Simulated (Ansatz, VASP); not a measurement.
# H: VASP beside Ansatz

The input INCAR:

```
SYSTEM = H
ALGO = Normal ; EDIFF = 1E-6
ENCUT = 500 ; GGA = PE
GGA_COMPAT = .FALSE. ; ISIF = 2
ISMEAR = 0 ; LASPH = .TRUE.
LCHARG = .FALSE. ; LREAL = .FALSE.
LWAVE = .FALSE. ; NBANDS = 10
NELM = 120 ; PREC = Accurate
SIGMA = 0.02
```

Contents of KPOINTS:

```
k-points
0
G
  6 6 6
  0 0 0
```

POSCAR

```
H
1.0
    2.6222745785     -2.6398562517      0.0000000000
    2.6222745785      2.6398562517      0.0000000000
    0.0000000000      0.0000000000      3.9512115356
H
4
Direct
    0.9253132105      0.0746867895      0.0580882083
    0.4253132105      0.5746867895      0.4419117917
    0.5746867895      0.4253132105      0.5580882083
    0.0746867895      0.9253132105      0.9419117917
```

Input for Ansatz:

```yaml
crystal:
  lattice:
    - [2.6222745785, -2.6398562517, 0.0]
    - [2.6222745785, 2.6398562517, 0.0]
    - [0.0, 0.0, 3.9512115356]
  atoms:
    - { symbol: H, position: [0.9253132105, 0.0746867895, 0.0580882083] }
    - { symbol: H, position: [0.4253132105, 0.5746867895, 0.4419117917] }
    - { symbol: H, position: [0.5746867895, 0.4253132105, 0.5580882083] }
    - { symbol: H, position: [0.0746867895, 0.9253132105, 0.9419117917] }
basis:
  ecutwfc: 420
kpoints:
  mp_grid: { grid: [6, 6, 6] }
hamiltonian:
  xc: pbe
scf:
  occupations: { method: gaussian, width: 0.02 }
output:
  forces: true
  stress: true
  eigenvalues: true
```

Alike in both runs: task single point; functional PBE; k mesh 6 × 6 × 6; occupations gaussian, width 0.02 eV; no spin polarisation.

```csv
,VASP,Ansatz
version,VASP 6.6.1,Ansatz 0.2.0
potentials or method,"VASP PAW PBE potentials, release 64 (H), cutoff 500 eV","scalar-relativistic, plane waves, PAW"
valence electrons in the cell,4,4
```

```csv
,VASP,Ansatz,Ansatz less VASP
gap on the k mesh at the Fermi level (eV),6.86,6.86,-0.001
least direct gap on the mesh (eV),7.42,7.41,-0.001
pressure (GPa),-6.1,-5.9,+0.16
"traceless stress, the component that is largest in VASP (GPa)",-7.76,-7.79,-0.024
rms of the force components (eV/Å),1.985,1.987,+0.0022
```

Atom by atom the forces differ by 0.002 eV/Å (rms over components).
